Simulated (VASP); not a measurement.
# Te2Mo: single point with PBEsol

Crystal: Te2Mo.

```
Mo Te
1.0
     0.00000    3.31483    3.31483
     3.31483    0.00000    3.31483
     3.31483    3.31483    0.00000
Mo Te
1 2
Direct
  0.00000 0.00000 0.00000
  0.25000 0.25000 0.25000
  0.75000 0.75000 0.75000
```

| Item | Value |
| --- | --- |
| Program | VASP 6.6.1 |
| Task | single point |
| Functional | PBEsol |
| Potentials or basis | VASP PAW PBE potentials, release 64 (Mo_sv, Te) |
| Cutoff | 520 eV |
| k mesh | 4 × 4 × 4 |
| Occupations | fermi-dirac, width 0.02 eV |
| Spin | no spin polarisation |

```json
{
  "Pressure": "-2.2 GPa",
  "Band gap on the k mesh": "zero (bands 13 and 14 overlap by 0.74 eV)"
}
```

Levels at points of the mesh, in eV from the Fermi level:
```csv
k point,band 10,band 11,band 12,band 13,band 14,band 15,band 16,band 17
"(0.00, 0.00, 0.00)",-0.67,-0.67,0.30,0.30,0.30,3.32,3.32,3.32
"(0.50, 0.00, 0.00)",-2.43,-2.43,-2.23,-0.40,-0.40,1.35,3.30,3.30
"(0.50, 0.50, 0.00)",-1.66,-1.66,-0.81,-0.10,1.34,2.49,3.87,3.87
```

Run time: 31 s on 1 thread of AMD EPYC 7571, on a shared host, peak memory 0.17 GiB.

Caveat: the k points lie up to 0.41 Å⁻¹ apart, too coarse for converged energies and pressures of a metal; the structure was generated, so it needn't be the stable form of Te2Mo; the PAW data sets were made with another functional, which shifts forces and pressure a little; spin-orbit coupling is left out, which moves the levels of the heavy elements.
